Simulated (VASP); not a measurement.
Crystal: BaTe.

```
Ba Te
1.0
     0.00000    3.41000    3.41000
     3.41000    0.00000    3.41000
     3.41000    3.41000    0.00000
Ba Te
1 1
Direct
  0.50000 0.50000 0.50000
  0.00000 0.00000 0.00000
```

Base run:

* Program: VASP 6.6.1
* Functional: PBE-based screened hybrid with 25 % exact exchange
* Potentials or basis: VASP PAW PBE potentials, release 64 (Ba_sv, Te)
* Cutoff: 520 eV
* k mesh: 4 × 4 × 4
* Occupations: gaussian, width 0.05 eV
* Spin: no spin polarisation

Its results: band gap on the k mesh 2.18 eV (least direct gap 2.61 eV); pressure 4.0 GPa.

The run is repeated on the same cell with these changes: screening parameter from 0.15 1/Å to 0.1 1/Å. What comes out?

Band gap on the k mesh 2.33 eV (least direct gap 2.77 eV); pressure 3.9 GPa.

Caveats: the cell stands under pressure; the PAW data sets were made with another functional, which shifts forces and pressure a little; spin-orbit coupling is left out, which moves the levels of the heavy elements.

A k mesh can miss the band edges.
